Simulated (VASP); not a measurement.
# WC4 (P6/mmm) in VASP: further runs

WC4 is run at these levels: PBE; tasks: single point.

All numbers are computed with VASP 6.6.1; they aren't measurements. Logs are shortened: lines on timing, memory, paths and dates and some standing lists are left out, and cuts for length are marked.

## (1) The cell of the first run

The structure is hexagonal, space group P6/mmm (No. 191). Conventional cell: a = 2.511 Å, b = 2.511 Å, c = 14.008 Å, α = 90.00°, β = 90.00°, γ = 120.00°. Within 3.3 Å of W (site symmetry 6/mmm) lie 6 W at 2.51 Å. Within 1.9 Å of C (site symmetry 3m) lie 3 C at 1.45 Å.

## (2) Single point, PBE

INCAR reads:

```
SYSTEM = WC4
PREC = Accurate
ENCUT = 520
EDIFF = 1E-6
ISMEAR = 0
SIGMA = 0.1
LREAL = .False.
LASPH = .True.
NELM = 80
ALGO = Normal
ISIF = 2
LWAVE = .False.
LCHARG = .False.
GGA = PE
NBANDS = 23
```

KPOINTS reads:

```
Automatic mesh
0
Gamma
  12 12 4
  0 0 0
```

POSCAR reads:

```
WC4
1.0
    2.5110632489      0.0000000000      0.0000000000
   -1.2555316244      2.1746445641      0.0000000000
    0.0000000000      0.0000000000     14.0077174579
W C
1 4
Direct
    0.0000000000      0.0000000000      0.0000000000
    0.6666666667      0.3333333333      0.3424827808
    0.3333333333      0.6666666667      0.3424827808
    0.3333333333      0.6666666667      0.6575172192
    0.6666666667      0.3333333333      0.6575172192
```

Potentials or basis: VASP PAW PBE potentials, release 64 (W_sv, C).

Launch:

```console
> cat potpaw_PBE.64/W_sv/POTCAR potpaw_PBE.64/C/POTCAR > POTCAR
> mpirun -np 1 vasp_std > vasp.out
```

OUTCAR:

```text
SYSTEM = WC4
   PREC = Accurate
   ENCUT = 520
   EDIFF = 1E-6
   ISMEAR = 0
   LREAL = .False.
   LASPH = .True.
   NELM = 80
   ISIF = 2
   GGA = PE

 ion  position               nearest neighbor table
   1  0.000  0.000  0.000-
   2  0.667  0.333  0.342-   3 1.45   3 1.45   3 1.45
   3  0.333  0.667  0.342-   2 1.45   2 1.45   2 1.45
   4  0.333  0.667  0.658-   5 1.45   5 1.45   5 1.45
   5  0.667  0.333  0.658-   4 1.45   4 1.45   4 1.45

  LATTYP: Found a hexagonal cell.
 ALAT       =     2.5110632489
 C/A-ratio  =     5.5784008882

  Lattice vectors:

 A1 = (   2.5110632489,   0.0000000000,   0.0000000000)
 A2 = (  -1.2555316244,   2.1746445641,   0.0000000000)
 A3 = (   0.0000000000,   0.0000000000,  14.0077174579)

Analysis of symmetry for initial positions (statically):
=====================================================================
 Subroutine PRICEL returns:
 Original cell was already a primitive cell.

 Routine SETGRP: Setting up the symmetry group for a
 hexagonal supercell.

 Subroutine GETGRP returns: Found 24 space group operations
 (whereof 24 operations were pure point group operations)
 out of a pool of 24 trial point group operations.

The static configuration has the point symmetry D_6h.

Analysis of symmetry for dynamics (positions and initial velocities):
=====================================================================
 Subroutine PRICEL returns:
 Original cell was already a primitive cell.

 Routine SETGRP: Setting up the symmetry group for a
 hexagonal supercell.

 Subroutine GETGRP returns: Found 24 space group operations
 (whereof 24 operations were pure point group operations)
 out of a pool of 24 trial point group operations.

The dynamic configuration has the point symmetry D_6h.

 Subroutine INISYM returns: Found 24 space group operations
 (whereof 24 operations are pure point group operations),
 and found     1 'primitive' translations

----------------------------------------------------------------------------------------

                                     Primitive cell

  volume of cell :      76.4915

  direct lattice vectors                    reciprocal lattice vectors
     2.511063249  0.000000000  0.000000000     0.398237679  0.229922631  0.000000000
    -1.255531624  2.174644564  0.000000000     0.000000000  0.459845262  0.000000000
     0.000000000  0.000000000 14.007717458     0.000000000  0.000000000  0.071389218

  length of vectors
     2.511063249  2.511063249 14.007717458     0.459845262  0.459845262  0.071389218
[... 90 lines left out ...]
   NSW    =      0    number of steps for IOM
   IBRION =     -1    ionic relax: 0-MD 1-quasi-New 2-CG
   NFREE  =      0    steps in history (QN), initial steepest desc. (CG)
   ISIF   =      2    stress and relaxation
   ISYM   =      2    0-nonsym 1-usesym 2-fastsym
   POTIM  = 0.5000    time-step for ionic-motion
   TEBEG  =    0.0;   TEEND  =   0.0 temperature during run
   PSTRESS=    0.0 pullay stress
   NELECT =      30.0000    total number of electrons
   NUPDOWN=      -1.0000    fix difference up-down
   EMIN   =  10.00;   EMAX   =-10.00  energy-range for DOS
   EFERMI =   0.00;   METHOD = LEGACY
   ISMEAR =     0;   SIGMA  =   0.10  broadening in eV -4-tet -1-fermi 0-gaus
   EFERMI_NEDOS =   21; number of points for ismear=-14 and -15
   IALGO  =     38    algorithm
   IMIX   =      4    mixing-type and parameters
     AMIX     =   0.40;   BMIX     =  1.00
     AMIX_MAG =   1.60;   BMIX_MAG =  1.00
  volume/ion in A,a.u.               =      15.30       103.24
  Fermi-wavevector in a.u.,A,eV,Ry     =   1.198333  2.264521 19.537989  1.436002
  Thomas-Fermi vector in A             =   2.334225
   LORBIT       =      0    0 simple, 1 ext, 2 COOP (PROOUT), +10 PAW based schemes
   GGA     = PE    functional components
   LHFCALC =     F    Hartree Fock is set to
   AEXX    =    0.0000 exact exchange contribution
   IVDW    =     0    specifies the selected vdW correction
   LEPSILON=     F    determine dielectric tensor
   LRPA    =     F    only Hartree local field effects (RPA)
 non-spin polarized calculation
 Gauss-broadening in eV      SIGMA  =   0.10
  energy-cutoff  :      520.00
  volume of cell :       76.49
 maximum number of plane-waves:      2092
 NGX is ok and might be reduce to    20
   NGX =  9   NGY =  9   NGZ = 53

 number of electron      30.0000002 magnetization

 Free energy of the ion-electron system (eV)
  ---------------------------------------------------
  ext. energy  EPLUGINS =         0.00000000
  ---------------------------------------------------
  free energy    TOTEN  =       -46.82295839 eV

  energy without entropy =      -46.81500051  energy(sigma->0) =      -46.81897945

 E-fermi :   2.8537     XC(G=0):  -8.8490

 val. band max:        2.8213693110   @ k =   0.2500   0.0833   0.5000
 cond. band min:       2.8868036393   @ k =   0.3333   0.3333   0.0000
 fundamental gap:      0.0654343283
 Fermi energy:         2.8537071279

 k-point     1 :       0.0000    0.0000    0.0000
  band No.  band energies     occupation
      1     -71.0470      2.00000
      2     -35.4452      2.00000
      3     -33.8759      2.00000
      4     -33.8759      2.00000
      5     -16.1730      2.00000
      6     -16.1597      2.00000
[... 613 lines left out ...]
     22      10.0211      0.00000
     23      10.1148      0.00000

 [... further k-points ...]

------------------------ aborting loop because EDIFF is reached ----------------------------------------

  FORCE on cell =-STRESS in cart. coord.  units (eV):
  Direction    XX          YY          ZZ          XY          YZ          ZX
  --------------------------------------------------------------------------------------
  -------------------------------------------------------------------------------------
  Total        0.3673689      0.3673689      0.0195846      0.0000000      0.0000000      0.0000000
  in kB        7.6948419      7.6948419      0.4102151      0.0000000      0.0000000      0.0000000
  external PRESSURE =       5.2666329 kB  Pullay stress =       0.0000000 kB

 VOLUME and BASIS-vectors are now :
 -----------------------------------------------------------------------------
  energy-cutoff  :      520.00
  volume of cell :       76.49
      direct lattice vectors                 reciprocal lattice vectors
     2.511063249  0.000000000  0.000000000     0.398237679  0.229922631  0.000000000
    -1.255531624  2.174644564  0.000000000     0.000000000  0.459845262  0.000000000
     0.000000000  0.000000000 14.007717458     0.000000000  0.000000000  0.071389218

 POSITION                                       TOTAL-FORCE (eV/Angst)
 -----------------------------------------------------------------------------------
      0.00000      0.00000      0.00000        -0.000000      0.000000     -0.000000
      1.25553      0.72488      4.79740         0.000000      0.000000     -0.000133
     -0.00000      1.44976      4.79740         0.000000     -0.000000     -0.000133
     -0.00000      1.44976      9.21032        -0.000000     -0.000000      0.000133
      1.25553      0.72488      9.21032        -0.000000      0.000000      0.000133
 -----------------------------------------------------------------------------------
    total drift:                               -0.000000      0.000000      0.000000

  FREE ENERGIE OF THE ION-ELECTRON SYSTEM (eV)
  ---------------------------------------------------
  free  energy   TOTEN  =       -46.8229583929 eV

  energy  without entropy=      -46.8150005120  energy(sigma->0) =      -46.81897945
```

OSZICAR:

```text
N       E                     dE             d eps       ncg     rms          rms(c)
DAV:   1     0.220748444300E+03    0.22075E+03   -0.14877E+04  2622   0.125E+03
DAV:   2    -0.361382574313E+02   -0.25689E+03   -0.24189E+03  3189   0.341E+02
DAV:   3    -0.494442908482E+02   -0.13306E+02   -0.13089E+02  3317   0.751E+01
DAV:   4    -0.497053523001E+02   -0.26106E+00   -0.26014E+00  3231   0.115E+01
DAV:   5    -0.497139908879E+02   -0.86386E-02   -0.86304E-02  3366   0.198E+00    0.223E+01
DAV:   6    -0.478185243034E+02    0.18955E+01   -0.29105E+00  3063   0.986E+00    0.107E+01
DAV:   7    -0.471819281182E+02    0.63660E+00   -0.10944E+01  2986   0.595E+00    0.636E+00
DAV:   8    -0.468760806304E+02    0.30585E+00   -0.71203E-01  3094   0.502E+00    0.110E+00
DAV:   9    -0.468218670221E+02    0.54214E-01   -0.69416E-02  3144   0.137E+00    0.627E-01
DAV:  10    -0.468227791322E+02   -0.91211E-03   -0.76111E-03  2916   0.599E-01    0.177E-01
DAV:  11    -0.468227849357E+02   -0.58035E-05   -0.75232E-04  3257   0.153E-01    0.416E-02
DAV:  12    -0.468229387563E+02   -0.15382E-03   -0.12370E-04  2902   0.744E-02    0.145E-02
DAV:  13    -0.468229580378E+02   -0.19281E-04   -0.27571E-05  3056   0.297E-02    0.661E-03
DAV:  14    -0.468229583929E+02   -0.35511E-06   -0.38420E-06  2958   0.114E-02
   1 F= -.46822958E+02 E0= -.46818979E+02  d E =-.795788E-02
```

Run time: 52 s. Hardware: 1 thread of AMD EPYC 9R45 (Zen 5), shared host; peak memory 0.22 GiB.

Results:

```yaml
Free_energy: -46.8230 eV
Pressure: 0.5 GPa
Band_gap_on_the_k_mesh: zero (band 15 reaches 4.21 eV, above the bottom of band 16 at 1.69 eV)
```

Caveat: spin-orbit coupling is left out, which moves the levels of the heavy elements.

## (3) Single point, PBE

This run uses another cell than the first one, of 10.04 Å³/atom, 0.656 times its volume.

INCAR reads:

```
SYSTEM = WC4
  PREC = Accurate
  ENCUT = 600
  EDIFF = 1E-6
  ISMEAR = 0
  SIGMA = 0.2
  LREAL = .False.
  LASPH = .True.
  NELM = 120
  ALGO = Normal
  ISIF = 2
  LWAVE = .False.
  LCHARG = .False.
  GGA = PE
  NBANDS = 23
  GGA_COMPAT = .False.
```

KPOINTS reads:

```
regular mesh
0
Gamma
  4 4 4
  0 0 0
```

POSCAR reads:

```
WC4
1.0
    3.8164063770      0.0000000000      0.0000000000
   -1.9082031885      3.3051048736      0.0000000000
    0.0000000000      0.0000000000      3.9780644925
W C
1 4
Direct
    0.0000000000      0.0000000000      0.0000000000
    0.5000000000      0.0000000000      0.5000000000
    0.0000000000      0.5000000000      0.5000000000
    0.5000000000      0.5000000000      0.5000000000
    0.0000000000      0.0000000000      0.5000000000
```

Potentials or basis: VASP PAW PBE potentials, release 64 (W_sv, C).

Launch:

```console
> cat potpaw_PBE.64/W_sv/POTCAR potpaw_PBE.64/C/POTCAR > POTCAR
> mpirun -np 1 vasp_std > vasp.out
```

OUTCAR:

```text
SYSTEM = WC4
   PREC = Accurate
   ENCUT = 600
   EDIFF = 1E-6
   ISMEAR = 0
   LREAL = .False.
   LASPH = .True.
   NELM = 120
   ISIF = 2
   GGA = PE

 ion  position               nearest neighbor table
   1  0.000  0.000  0.000-   5 1.99   5 1.99   3 2.76   3 2.76   4 2.76   4 2.76   3 2.76   3 2.76
                             4 2.76   4 2.76   2 2.76   2 2.76   2 2.76   2 2.76
   2  0.500  0.000  0.500-   3 1.91   4 1.91   4 1.91   3 1.91   5 1.91   5 1.91   1 2.76   1 2.76
                             1 2.76   1 2.76
   3  0.000  0.500  0.500-   2 1.91   5 1.91   5 1.91   2 1.91   4 1.91   4 1.91   1 2.76   1 2.76
                             1 2.76   1 2.76
   4  0.500  0.500  0.500-   2 1.91   5 1.91   2 1.91   5 1.91   3 1.91   3 1.91   1 2.76   1 2.76
[... 505 lines left out ...]
  Total       -0.0244975     -0.0244975      0.0652612     -0.0000000     -0.0000000      0.0000000
  in kB       -0.7822067     -0.7822067      2.0837904     -0.0000000     -0.0000000      0.0000000
  external PRESSURE =       0.1731257 kB  Pullay stress =       0.0000000 kB

 VOLUME and BASIS-vectors are now :
 -----------------------------------------------------------------------------
  energy-cutoff  :      600.00
  volume of cell :       50.18
      direct lattice vectors                 reciprocal lattice vectors
     3.816406377  0.000000000  0.000000000     0.262026603  0.151281130  0.000000000
    -1.908203188  3.305104874  0.000000000     0.000000000  0.302562260  0.000000000
     0.000000000  0.000000000  3.978064493     0.000000000  0.000000000  0.251378529

 POSITION                                       TOTAL-FORCE (eV/Angst)
 -----------------------------------------------------------------------------------
      0.00000      0.00000      0.00000        -0.000000      0.000000      0.000000
      1.90820      0.00000      1.98903        -0.000000      0.000000      0.000000
     -0.95410      1.65255      1.98903        -0.000000      0.000000      0.000000
      0.95410      1.65255      1.98903         0.000000      0.000000      0.000000
      0.00000      0.00000      1.98903        -0.000000      0.000000      0.000000
 -----------------------------------------------------------------------------------
    total drift:                               -0.000000      0.000000     -0.000000

  FREE ENERGIE OF THE ION-ELECTRON SYSTEM (eV)
  ---------------------------------------------------
  free  energy   TOTEN  =       -32.0291287625 eV

  energy  without entropy=      -31.9616018706  energy(sigma->0) =      -31.99536532
```

Run time: 12 s. Hardware: 1 thread of Intel Xeon Platinum 8559C (Emerald Rapids), shared host; peak memory 0.17 GiB.

What came out:

```
Free energy            : -32.0291 eV
Pressure               : 0.0 GPa
Band gap on the k mesh : zero (band 15 reaches 8.52 eV, above the bottom of band 16 at 7.68 eV)
```

Caveat: the k points lie up to 0.48 Å⁻¹ apart; spin-orbit coupling is left out, which moves the levels of the heavy elements.

## (4) Single point, PBE

This run uses another cell than the first one, of 12.43 Å³/atom, 0.813 times its volume.

INCAR reads:

```
SYSTEM = WC4
  PREC = Accurate
  ENCUT = 600
  EDIFF = 1E-6
  ISMEAR = 0
  SIGMA = 0.1
  LREAL = .FALSE.
  LASPH = .TRUE.
  NELM = 120
  ALGO = Normal
  ISIF = 2
  LWAVE = .FALSE.
  LCHARG = .FALSE.
  GGA = PE
  NBANDS = 23
  GGA_COMPAT = .FALSE.
```

KPOINTS reads:

```
Automatic mesh
0
G
  6 6 2
  0 0 0
```

POSCAR reads:

```
WC4
1.0
    2.5035316742      0.0000000000      0.0000000000
   -1.2517658371      2.1681220290      0.0000000000
    0.0000000000      0.0000000000     11.4512876501
W C
1 4
Direct
    0.0000000000      0.0000000000      0.0000000000
    0.6666666667      0.3333333333      0.3489595430
    0.3333333333      0.6666666667      0.3489595430
    0.3333333333      0.6666666667      0.6510404570
    0.6666666667      0.3333333333      0.6510404570
```

Launch:

```console
> cat potpaw_PBE.64/W_sv/POTCAR potpaw_PBE.64/C/POTCAR > POTCAR
> mpirun -np 1 vasp_std > vasp.out
```

Run time: 14 s. Hardware: 1 thread of Intel Xeon Platinum 8559C (Emerald Rapids), shared host; peak memory 0.19 GiB.

It converged, with:

| Item | Value |
| --- | --- |
| Free energy | -46.7706 eV |
| Pressure | 1.4 GPa |
| Largest force | 0.014 eV/Å |
| Band gap on the k mesh | zero (band 15 reaches 5.60 eV, above the bottom of band 16 at 3.57 eV) |

Forces on the atoms (eV/Å):
```
W    0.000  0.000  0.000
C    0.000  0.000  0.014
C    0.000  0.000  0.014
C    0.000  0.000 -0.014
C    0.000  0.000 -0.014
```

Stress tensor (GPa, compression positive):
```
0.95 0.00 0.00
0.00 0.95 0.00
0.00 0.00 2.18
```

Levels at points of the mesh, in eV from the Fermi level:
| k point | band 13 | band 14 | band 15 | band 16 | band 17 | band 18 | band 19 | band 20 |
| --- | --- | --- | --- | --- | --- | --- | --- | --- |
| (0.00, 0.00, 0.00) | -2.87 | -2.74 | -0.94 | -0.94 | 0.08 | 4.50 | 4.50 | 5.55 |
| (0.50, 0.00, 0.00) | -2.40 | -1.75 | 0.84 | 1.69 | 2.18 | 2.62 | 3.98 | 7.04 |
| (0.00, 0.00, 0.50) | -2.87 | -2.69 | -0.94 | -0.94 | -0.04 | 4.50 | 4.50 | 6.10 |
| (0.50, 0.00, 0.50) | -2.37 | -1.79 | 0.93 | 1.43 | 2.37 | 2.62 | 4.00 | 7.04 |

Caveat: the k points lie up to 0.48 Å⁻¹ apart; spin-orbit coupling is left out, which moves the levels of the heavy elements.

## (5) The runs side by side

| cell | k mesh | cutoff (eV) | smearing | gap on the mesh (eV) | pressure (GPa) |
| --- | --- | --- | --- | --- | --- |
| a = 2.511, b = 2.511, c = 14.008 Å, angles 90.0, 90.0, 120.0°, 5 atoms | 12 × 12 × 4 | 520 | gaussian 0.1 eV | none | 0.5 |
| a = 3.816, b = 3.816, c = 3.978 Å, angles 90.0, 90.0, 120.0°, 5 atoms | 4 × 4 × 4 | 600 | gaussian 0.2 eV | none | 0.0 |
| a = 2.504, b = 2.504, c = 11.451 Å, angles 90.0, 90.0, 120.0°, 5 atoms | 6 × 6 × 2 | 600 | gaussian 0.1 eV | none | 1.4 |

Alike in all rows: task single point; level PBE; potentials or basis VASP PAW PBE potentials, release 64 (W_sv, C); no spin polarisation.

Caveats: some runs use coarse meshes; spin-orbit coupling is left out, which moves the levels of the heavy elements.

Total energies depend on the potentials used, so only differences within one code and one set of settings carry meaning.
